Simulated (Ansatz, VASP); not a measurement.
## Ru in VASP and in Ansatz

INCAR

```
SYSTEM = Ru
PREC = Accurate ; ENCUT = 600
EDIFF = 1E-6 ; ISMEAR = -1
SIGMA = 0.15 ; LREAL = .False.
LASPH = .True. ; NELM = 100
ALGO = Normal ; ISIF = 3
LWAVE = .False. ; LCHARG = .False.
GGA = CA ; IBRION = 2
NSW = 80 ; EDIFFG = -0.001
```

The input KPOINTS:

```
Automatic mesh
0
Gamma
  15 15 8
  0 0 0
```

The input POSCAR:

```
Ru
1.0
    2.6742569940      0.0000000000      0.0000000000
   -1.3371284970      2.3159744931      0.0000000000
    0.0000000000      0.0000000000      4.2259775198
Ru
2
Direct
    0.3333333333      0.6666666667      0.2500000000
    0.6666666667      0.3333333333      0.7500000000
```

Input for Ansatz:

```yaml
crystal:
  lattice:
    - [2.674256994, 0.0, 0.0]
    - [-1.337128497, 2.3159744931, 0.0]
    - [0.0, 0.0, 4.2259775198]
  atoms:
    - { symbol: Ru, position: [0.3333333333, 0.6666666667, 0.25] }
    - { symbol: Ru, position: [0.6666666667, 0.3333333333, 0.75] }
basis:
  ecutwfc: 600.0
kpoints:
  mp_grid: { grid: [15, 15, 8] }
hamiltonian:
  xc: lda
  pseudopotentials: { kind: paw, azcp: { folder: soft_1 } }
scf:
  occupations: { method: fermi_dirac, width: 0.15 }
output:
  forces: true
  stress: true
  eigenvalues: true
relax:
  adjacent_minimum: "off"
  f_tol: 0.001
  max_steps: 60
  cell: { stress_tol: 0.01 }
```

Alike in both runs: task relaxation of cell and atoms; functional LDA; k mesh 15 × 15 × 8; occupations fermi-dirac, width 0.15 eV; no spin polarisation.

|  | VASP | Ansatz |
| --- | --- | --- |
| version | VASP 6.6.1 | Ansatz 0.2.0 |
| potentials or method | VASP PAW LDA potentials, release 64 (Ru_pv), cutoff 600 eV | scalar-relativistic, plane waves, PAW |
| valence electrons in the cell | 28 | 32 |

```csv
,VASP,Ansatz,Ansatz less VASP
"gap on the k mesh at the Fermi level, each at its own relaxed structure (eV)",none,none,-
relaxed volume (Å³/atom),13.14,13.10,-0.032
relaxed cell length with the largest relative difference (Å),4.230,4.226,-0.0037
```

Ansatz warns that its potentials were made for another functional, while VASP's fit it. LDA's correlation is that of Perdew and Zunger in VASP and of Perdew and Wang (1992) in Ansatz. A gap of «none» marks a metal or a gap that the smearing closes. VASP's potentials hold 28 valence electrons a cell and Ansatz's 32, so a difference there can come from the potentials and not from the codes.
